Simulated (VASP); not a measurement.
A run of VASP 6.6.1 is set up as follows.

The input INCAR:

```
SYSTEM = IrRu5
PREC = Accurate ; ENCUT = 520
EDIFF = 1E-7 ; ISMEAR = 0
SIGMA = 0.1 ; LREAL = .FALSE.
LASPH = .TRUE. ; NELM = 80
ALGO = Fast ; ISIF = 2
LWAVE = .FALSE. ; LCHARG = .TRUE.
GGA = PE ; LELF = .TRUE.
LVHAR = .TRUE. ; NBANDS = 48
```

File KPOINTS:

```
regular mesh
0
G
  14 10 6
  0 0 0
```

POSCAR

```
IrRu5
1.0
    2.6985881000      0.0000000000      0.0000000000
    0.0000000000      3.8220052000      0.0000000000
    0.0000000000      0.0000000000      8.1019853000
Ru Ir
5 1
Direct
    0.5000000000      0.5000000000      0.1693150000
    0.0000000000      0.0000000000      0.3348340000
    0.5000000000      0.5000000000      0.5000000000
    0.0000000000      0.0000000000      0.6651660000
    0.5000000000      0.5000000000      0.8306850000
    0.0000000000      0.0000000000      0.0000000000
```

Potentials or basis: VASP PAW PBE potentials, release 64 (Ru_pv, Ir).

Run with:

```console
$ cat potpaw_PBE.64/Ru_pv/POTCAR potpaw_PBE.64/Ir/POTCAR > POTCAR
$ mpirun -np 1 vasp_std > vasp.out
```

(1) What does it give for the band gap on the k mesh?

(2) Estimate the largest force.

## Answers

(1) zero (an odd number of electrons rules out a gap without spin polarisation).

(2) 0.017 eV/Å.

Caveat: spin-orbit coupling is left out, which moves the levels of the heavy elements.
